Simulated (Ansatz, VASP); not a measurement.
# Two plane-wave programs on C

The input INCAR:

```
SYSTEM = C
ALGO = Normal
EDIFF = 1E-6
ENCUT = 600
GGA = CA
GGA_COMPAT = .FALSE.
ISIF = 2
ISMEAR = 0
LASPH = .TRUE.
LCHARG = .TRUE.
LELF = .TRUE.
LREAL = .FALSE.
LVHAR = .TRUE.
LWAVE = .FALSE.
NBANDS = 16
NELM = 120
PREC = Accurate
SIGMA = 0.01
```

KPOINTS

```
k-points
0
G
  9 9 4
  0 0 0
```

Contents of POSCAR:

```
C
1.0
    2.5031953710      0.0000000000      0.0000000000
   -1.2515976855      2.1678307819      0.0000000000
    0.0000000000      0.0000000000      4.1688692747
C
4
Direct
    0.3333333333      0.6666666667      0.0002313176
    0.6666666667      0.3333333333      0.5002313176
    0.3333333333      0.6666666667      0.3747686824
    0.6666666667      0.3333333333      0.8747686824
```

Input for Ansatz:

```yaml
crystal:
  lattice:
    - [2.503195371, 0.0, 0.0]
    - [-1.2515976855, 2.1678307819, 0.0]
    - [0.0, 0.0, 4.1688692747]
  atoms:
    - { symbol: C, position: [0.3333333333, 0.6666666667, 0.0002313176] }
    - { symbol: C, position: [0.6666666667, 0.3333333333, 0.5002313176] }
    - { symbol: C, position: [0.3333333333, 0.6666666667, 0.3747686824] }
    - { symbol: C, position: [0.6666666667, 0.3333333333, 0.8747686824] }
kpoints:
  mp_grid: { grid: [9, 9, 4] }
hamiltonian:
  xc: lda
scf:
  occupations: { method: fixed }
  n_extra_bands: 5
output:
  forces: true
  stress: true
  eigenvalues: true
```

Alike in both runs: task single point; functional LDA; k mesh 9 × 9 × 4; no spin polarisation.

```csv
,VASP,Ansatz
version,VASP 6.6.1,Ansatz 0.2.0
potentials or method,"VASP PAW LDA potentials, release 64 (C)",plane waves
plane-wave cutoff (eV),600,420
occupations,"gaussian, width 0.01 eV",fixed
valence electrons in the cell,16,16
```

|  | VASP | Ansatz | Ansatz less VASP |
| --- | --- | --- | --- |
| gap on the k mesh at the Fermi level (eV) | 3.11 | 3.12 | +0.014 |
| pressure (GPa) | -9.9 | -10.6 | -0.72 |
| traceless stress, the component that is largest in VASP (GPa) | -0.09 | -0.03 | +0.067 |

LDA's correlation is that of Perdew and Zunger in VASP and of Perdew and Wang (1992) in Ansatz.
